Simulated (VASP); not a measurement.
Input of a VASP 6.6.1 run:

INCAR

```
  ALGO = Normal
  EDIFF = 1E-6
  ENCUT = 520
  GGA = CA
  ISIF = 2
  ISMEAR = -1
  LASPH = True
  LCHARG = True
  LELF = True
  LREAL = False
  LVHAR = True
  LWAVE = False
  NBANDS = 16
  NELM = 60
  PREC = Accurate
  SIGMA = 0.05
```

File KPOINTS:

```
k-points
0
Gamma
  11 11 11
```

POSCAR

```
InP
1.0
    0.0000000000      2.8644851195      2.8644851195
    2.8644851195      0.0000000000      2.8644851195
    2.8644851195      2.8644851195      0.0000000000
In P
1 1
Direct
    0.0000000000      0.0000000000      0.0000000000
    0.5000000000      0.5000000000      0.5000000000
```

Potentials or basis: VASP PAW LDA potentials, release 64 (In_d, P).

Command:

```bash
$ cat potpaw_LDA.64/In_d/POTCAR potpaw_LDA.64/P/POTCAR > POTCAR
$ mpirun -np 1 vasp_std > vasp.out
```

Q: Estimate the pressure.

A: -10.0 GPa.

Q: Estimate the band gap on the k mesh.

A: Zero (bands 9 and 10 overlap by 2.30 eV).

Caveat: the cell stands under tension; spin-orbit coupling is left out, which moves the levels of the heavy elements.
